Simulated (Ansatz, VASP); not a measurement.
**Two plane-wave programs on BeSO**

```
Be S O
1.0
     3.36643    0.00000    0.00000
     0.00000    3.36643    0.00000
     0.00000    0.00000    3.75270
Be S O
1 1 1
Direct
  0.00000 0.00000 0.50000
  0.00000 0.00000 0.00000
  0.50000 0.50000 0.00000
```

Alike in both runs: functional PBE; k mesh 14 × 14 × 12; occupations gaussian, width 0.1 eV; no spin polarisation.

Ansatz relaxed the structure, and its values are those at the end. VASP's run is a single point on that final structure, the one shown.

|  | VASP | Ansatz |
| --- | --- | --- |
| version | VASP 6.6.1 | Ansatz 0.2.0 |
| potentials or method | VASP PAW PBE potentials, release 64 (Be, S, O), cutoff 600 eV | scalar-relativistic, plane waves, PAW |
| valence electrons in the cell | 14 | 14 |

Ansatz gave:

| Item | Value |
| --- | --- |
| gap on the k mesh at the Fermi level (eV) | none |
| pressure (GPa) | 0.0 |

Task: Estimate VASP's values.

Result: gap on the k mesh at the Fermi level (eV): none; pressure (GPa): -0.2.

A gap of «none» marks a metal or a gap that the smearing closes.
